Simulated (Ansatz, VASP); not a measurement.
# One calculation of NaH6, two programs

INCAR

```
SYSTEM = NaH6
PREC = Accurate
ENCUT = 500
EDIFF = 1E-6
ISMEAR = 0
SIGMA = 0.1
LREAL = .False.
LASPH = .True.
NELM = 120
ALGO = Normal
ISIF = 2
LWAVE = .False.
LCHARG = .True.
GGA = PE
LELF = .True.
LVHAR = .True.
NBANDS = 16
GGA_COMPAT = .False.
```

Contents of KPOINTS:

```
Automatic mesh
0
Gamma
  4 4 4
  0 0 0
```

File POSCAR:

```
NaH6
1.0
    4.0881611800      0.0000000000      0.0000000000
    0.0000000000      4.0881611800      0.0000000000
    0.0000000000      0.0000000000      4.0881611800
Na H
1 6
Direct
    0.0000000000      0.0000000000      0.0000000000
    0.2070000000      0.5000000000      0.5000000000
    0.5000000000      0.2070000000      0.5000000000
    0.7930000000      0.5000000000      0.5000000000
    0.5000000000      0.7930000000      0.5000000000
    0.5000000000      0.5000000000      0.2070000000
    0.5000000000      0.5000000000      0.7930000000
```

Input for Ansatz:

```yaml
crystal:
  lattice:
    - [4.08816118, 0.0, 0.0]
    - [0.0, 4.08816118, 0.0]
    - [0.0, 0.0, 4.08816118]
  atoms:
    - { symbol: Na, position: [0.0, 0.0, 0.0] }
    - { symbol: H, position: [0.207, 0.5, 0.5] }
    - { symbol: H, position: [0.5, 0.207, 0.5] }
    - { symbol: H, position: [0.793, 0.5, 0.5] }
    - { symbol: H, position: [0.5, 0.793, 0.5] }
    - { symbol: H, position: [0.5, 0.5, 0.207] }
    - { symbol: H, position: [0.5, 0.5, 0.793] }
basis:
  ecutwfc: 420
kpoints:
  mp_grid: { grid: [4, 4, 4] }
hamiltonian:
  xc: pbe
scf:
  occupations: { method: gaussian, width: 0.1 }
  lower_state_search: "off"
output:
  forces: true
  stress: true
  eigenvalues: true
```

Change from the starting cell: species swapped into the YbB6 type (Pm-3m, No. 221).

Alike in both runs: task single point; functional PBE; k mesh 4 × 4 × 4; occupations gaussian, width 0.1 eV; no spin polarisation.

|  | VASP | Ansatz |
| --- | --- | --- |
| version | VASP 6.6.1 | Ansatz 0.2.0 |
| potentials or method | VASP PAW PBE potentials, release 64 (Na_pv, H), cutoff 500 eV | scalar-relativistic, plane waves, PAW |
| valence electrons in the cell | 13 | 15 |

Ansatz gave:

- gap on the k mesh at the Fermi level (eV): none
- pressure (GPa): -11.1
- rms of the force components (eV/Å): 0.535

**Question.** Estimate VASP's values.

**Answer.** gap on the k mesh at the Fermi level (eV): none; pressure (GPa): -11.3; rms of the force components (eV/Å): 0.534.

Atom by atom the forces differ by 0.001 eV/Å (rms over components). A gap of «none» marks a metal or a gap that the smearing closes. With one functional, cell and mesh, what is left measures potentials, basis and numerics. VASP's potentials hold 13 valence electrons a cell and Ansatz's 15, so a difference there can come from the potentials and not from the codes.

The k mesh is coarse, so the values compare programs but aren't converged.
